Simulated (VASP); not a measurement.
Set up this calculation in VASP 6.6.1, as the native input.

```yaml
Task: single point
Functional: LDA
Potentials_or_basis: VASP PAW LDA potentials, release 64 (Mn_pv, Pt)
Cutoff: 520 eV
k_mesh: 16 × 16 × 12
Occupations: gaussian, width 0.2 eV
Spin: collinear spin, ferromagnetic start
Starting_moments: "[3.52, 0.33] μB"
Dipole_correction: no
Further_INCAR_settings: ALGO = Normal; EDIFF = 1e-06; NBANDS = 22
```

The structure of MnPt lies in POSCAR:

```
MnPt
1.0
    2.6381147394      0.0000000000      0.0000000000
    0.0000000000      2.6381147394      0.0000000000
    0.0000000000      0.0000000000      3.6834863090
Mn Pt
1 1
Direct
    0.0000000000      0.0000000000      0.0000000000
    0.5000000000      0.5000000000      0.5000000000
```

One way to write it, as run:

INCAR

```
  PREC = Accurate
  ENCUT = 520
  EDIFF = 1E-6
  ISMEAR = 0
  SIGMA = 0.2
  LREAL = False
  LASPH = True
  NELM = 150
  ALGO = Normal
  ISIF = 2
  LWAVE = False
  LCHARG = True
  ISPIN = 2
  MAGMOM = 3.52 0.33
  LORBIT = 11
  LMAXMIX = 4
  LELF = True
  LVHAR = True
  NBANDS = 22
```

KPOINTS

```
Automatic mesh
0
Gamma
  16 16 12
```

Potentials or basis: VASP PAW LDA potentials, release 64 (Mn_pv, Pt).

Run with:

```console
$ cat potpaw_LDA.64/Mn_pv/POTCAR potpaw_LDA.64/Pt/POTCAR > POTCAR
$ mpirun -np 1 vasp_std > vasp.out
```

Results of the run:

| Property | Result |
| --- | --- |
| Pressure | -0.5 GPa |
| Net moment | 1.93 μB per cell |
| Site moments | Mn +1.80; Pt +0.07 μB |
| Valence electrons inside the program's atomic spheres | Mn 11.78; Pt 9.63 |

Run time: 120 s on 1 thread of Intel(R) Xeon(R) 6975P-C (Granite Rapids) (shared host), peak memory 0.35 GiB.
